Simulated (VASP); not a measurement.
A run of VASP 6.6.1 is set up as follows.

INCAR

```
ALGO     = Fast           # electronic algorithm
EDIFF    = 1E-8           # SCF threshold, eV
ENCUT    = 520            # plane-wave cutoff, eV
GGA      = CA             # functional
IBRION   = 8              # ionic algorithm
ISIF     = 2              # what is computed and relaxed
ISMEAR   = -1             # smearing method
LASPH    = T              # aspherical terms in the spheres
LCHARG   = F              # write CHGCAR
LREAL    = F              # projectors in reciprocal space
LWAVE    = F              # write WAVECAR
NELM     = 60             # most SCF steps
NSW      = 1              # ionic steps
PREC     = Accurate       # precision mode
SIGMA    = 0.05           # smearing width, eV
```

The input KPOINTS:

```
k-points
0
Gamma
  8 8 5
```

The input POSCAR:

```
Au
1.0
    2.9000000000      0.0000000000      0.0000000000
   -1.4500000000      2.5114736710      0.0000000000
    0.0000000000      0.0000000000      4.8800000000
Au
2
Direct
    0.6666666667      0.3333333333      0.2500000000
    0.3333333333      0.6666666667      0.7500000000
```

Potentials or basis: VASP PAW LDA potentials, release 64 (Au).

Launch:

```sh
$ cat potpaw_LDA.64/Au/POTCAR > POTCAR
$ mpirun -np 1 vasp_std > vasp.out
```

Question: Predict the highest phonon frequency at Γ.

Answer: 124 cm⁻¹.

Phonon frequencies in cm⁻¹ (negative: imaginary):
| q point | frequencies |
| --- | --- |
| (0.000, 0.000, 0.000) | 0 0 0 32 32 124 |

Caveat: the cell stands under pressure or tension, which shifts response properties.
